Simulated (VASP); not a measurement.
The system is ZnO.

```
CELL_PARAMETERS angstrom
0.00000 2.14000 2.14000
2.14000 0.00000 2.14000
2.14000 2.14000 0.00000
ATOMIC_POSITIONS crystal
Zn 0.00000 0.00000 0.00000
O 0.50000 0.50000 0.50000
```

* Program: VASP 6.6.1
* Task: relaxation of cell and atoms
* Functional: PBE
* Potentials or basis: VASP PAW PBE potentials, release 64 (Zn, O)
* Cutoff: 600 eV
* k mesh: 8 × 8 × 8
* Occupations: gaussian, width 0.1 eV
* Spin: no spin polarisation

At the start: pressure 7.1 GPa; volume 9.80 Å³/atom.

Where does the relaxation end?

Over 3 steps the energy falls by 8.4 meV/atom and the volume is 10.19 Å³/atom (+4.0 %); space group Fm-3m (No. 225, to 0.1 Å) before and after.

Step by step:
```tsv
step	energy change (eV)	largest force (eV/Å)	pressure (GPa)	volume (Å³)
1	0.0000	0.0000	7.14	19.60
2	-0.0113	0.0000	-3.62	20.87
3	-0.0169	0.0000	0.01	20.39
```

Final structure:
```
Zn O
1.0
     0.00000    2.16825    2.16825
     2.16825    0.00000    2.16825
     2.16825    2.16825    0.00000
Zn O
1 1
Direct
  0.00000 0.00000 0.00000
  0.50000 0.50000 0.50000
```
